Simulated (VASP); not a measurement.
**BeS: single point with PBEsol**

BeS:

```
CELL_PARAMETERS angstrom
0.00000 2.41883 2.41883
2.41883 0.00000 2.41883
2.41883 2.41883 0.00000
ATOMIC_POSITIONS crystal
Be 0.00000 0.00000 0.00000
S 0.25000 0.25000 0.25000
```

```yaml
Program: VASP 6.6.1
Task: single point
Functional: PBEsol
Potentials_or_basis: VASP PAW PBE potentials, release 64 (Be, S)
Cutoff: 600 eV
k_mesh: 8 × 8 × 8
Occupations: gaussian, width 0.02 eV
Spin: no spin polarisation
Dipole_correction: no
Further_INCAR_settings: ALGO = Normal; EDIFF = 1e-06; NBANDS = 11
```

```yaml
Pressure: 0.2 GPa
Band_gap_on_the_k_mesh: 2.91 eV (least direct gap 5.61 eV)
```

Levels at points of the mesh, in eV from the valence-band top:
```tsv
k point	band 1	band 2	band 3	band 4	band 5	band 6	band 7	band 8	band 9
(0.00, 0.00, 0.00)	-13.77	0.00	0.00	0.00	5.61	5.61	5.61	5.77	12.81
(0.50, 0.00, 0.00)	-12.11	-5.91	-1.05	-1.05	5.41	6.48	6.48	11.01	14.96
(0.50, 0.50, 0.00)	-11.56	-5.11	-2.70	-2.70	2.91	4.80	12.81	12.81	15.50
```

Wall time 14 s on 1 thread of Intel(R) Xeon(R) Platinum 8259CL CPU @ 2.50GHz (Skylake/Cascade Lake), with other jobs on the host, peak memory 0.15 GiB.

Caveat: the PAW data sets were made with another functional, which shifts forces and pressure a little. A k mesh can miss the band edges.
